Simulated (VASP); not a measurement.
P:

```
P
1.0
     4.27290    0.00000    0.00000
     0.00000    4.27290    0.00000
     0.00000    0.00000    4.37800
P
1
Direct
  0.00000 0.00000 0.00000
```

- Program: VASP 6.6.1
- Task: relaxation of cell and atoms
- Functional: PBE
- Dispersion: D3(BJ)
- Potentials or basis: VASP PAW PBE potentials, release 64 (P)
- Cutoff: 600 eV
- k mesh: 10 × 10 × 10
- Occupations: gaussian, width 0.1 eV
- Spin: no spin polarisation

At the start: pressure -3.9 GPa; volume 79.93 Å³/atom.

Problem. How do energy, volume and symmetry change on relaxing?

Solution. Over 23 steps the energy falls by 4567.5 meV/atom and the volume is 13.92 Å³/atom (-82.6 %); space group Pm-3m (No. 221, to 0.05 Å).

The path:
| step | energy change (eV) | largest force (eV/Å) | pressure (GPa) | volume (Å³) |
| --- | --- | --- | --- | --- |
| 1 | 0.0000 | 0.0000 | -3.89 | 79.93 |
| 2 | -0.6717 | 0.0000 | -7.01 | 59.53 |
| 3 | -2.7414 | 0.0000 | -17.45 | 30.71 |
| 4 | 20.7609 | 0.0000 | 2211.66 | 3.96 |
| 5 | -3.0210 | 0.0000 | -17.08 | 28.20 |
| 6 | -4.3460 | 0.0000 | 22.83 | 12.43 |
| 7 | -4.2904 | 0.0000 | -15.50 | 17.46 |
| 8 | -4.4607 | 0.0000 | -6.37 | 14.94 |
| 9 | -4.4717 | 0.0000 | 0.86 | 14.06 |
| 10 | -4.0158 | 0.0000 | 50.90 | 11.23 |
| 11 | -4.5270 | 0.0000 | 7.70 | 13.29 |
| 12 | -4.5292 | 0.0000 | 8.83 | 13.19 |
| 13 | -4.5298 | 0.0000 | 11.37 | 12.98 |
| 14 | -4.4571 | 0.0000 | -5.28 | 14.94 |
| 15 | -4.5624 | 0.0000 | 3.27 | 13.61 |
| 16 | -4.5625 | 0.0000 | -3.10 | 14.27 |
| 17 | -4.5675 | 0.0000 | -0.14 | 13.93 |
| 18 | -4.5675 | 0.0000 | -0.09 | 13.93 |
| 19 | -4.5675 | 0.0000 | 0.11 | 13.91 |
| 20 | -4.5675 | 0.0000 | 0.06 | 13.91 |
| 21 | -4.5675 | 0.0000 | -0.03 | 13.92 |
| 22 | -4.5675 | 0.0000 | -0.02 | 13.92 |
| 23 | -4.5675 | 0.0000 | 0.00 | 13.92 |

Final structure:
```xyz
1
Lattice="2.4055 0.0000 0.0000 0.0000 2.4055 0.0000 0.0000 0.0000 2.4052" Properties=species:S:1:pos:R:3 pbc="T T T"
P     0.0000    0.0000    0.0000
```

Caveat: the volume moved by over 15 % at a fixed basis, so the end points are rough; the volume moved by -83 % from the deposited cell, more than functionals usually miss; pairwise dispersion overbinds metals, which lowers pressure and volume.
